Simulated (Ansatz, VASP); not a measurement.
# Two plane-wave programs on LiF

```
Li F
1.0
     0.00000    1.85288    2.09456
     1.85288    0.00000    2.09456
     1.85288    1.85288    0.00000
Li F
1 1
Direct
  0.00000 0.00000 0.00000
  0.50000 0.50000 0.50000
```

Change from the starting cell: strain -0.080 along x and y, +0.040 along z, atoms carried along.

Alike in both runs: task single point; functional r2SCAN; k mesh 10 × 10 × 10; occupations gaussian, width 0.05 eV; no spin polarisation.

```csv
,VASP,Ansatz
version,VASP 6.6.1,Ansatz 0.2.0
potentials or method,"VASP PAW PBE potentials, release 64 (Li_sv, F), cutoff 520 eV","scalar-relativistic, plane waves, PAW"
valence electrons in the cell,10,10
```

```tsv
	VASP	Ansatz	Ansatz less VASP
gap on the k mesh at the Fermi level (eV)	11.27	11.12	-0.153
least direct gap on the mesh (eV)	11.27	11.12	-0.153
```

VASP's potentials were made for PBE, not for r2SCAN.

Noted on VASP's run: the cutoff is short for stress, so the pressure is rough.
